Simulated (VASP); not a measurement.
Here is a VASP 6.6.1 calculation.

File INCAR:

```
PREC = Accurate
ENCUT = 600
EDIFF = 1E-7
ISMEAR = -1
SIGMA = 0.08
LREAL = F
LASPH = T
NELM = 100
ALGO = Normal
ISIF = 3
LWAVE = F
LCHARG = F
GGA = PE
IBRION = 2
NSW = 60
EDIFFG = -0.005
PSTRESS = 1600.0
```

KPOINTS

```
Automatic mesh
0
Gamma
  24 24 22
```

The input POSCAR:

```
B
1.0
    1.7434530149      0.0000000000      0.0000000000
   -0.8717265074      1.5098746012      0.0000000000
    0.0000000000      0.0000000000      1.6388458340
B
1
Direct
    0.0000000000      0.0000000000      0.0000000000
```

Potentials or basis: VASP PAW PBE potentials, release 64 (B).

Command:

```console
$ cat potpaw_PBE.64/B/POTCAR > POTCAR
$ mpirun -np 1 vasp_std > vasp.out
```

Task: Estimate the relaxed cell.

Result: a = 1.692 Å, b = 1.692 Å, c = 1.824 Å, α = 90.00°, β = 90.00°, γ = 120.00°.

Task: What does it give for the relaxed volume?

Result: 4.52 Å³/atom.

Stress tensor (GPa, compression positive):
```
159.83   0.00   0.00
  0.00 159.83   0.00
  0.00   0.00 159.97
```

Caveat: the cell is relaxed towards a set pressure, so the enthalpy falls and the energy may rise.
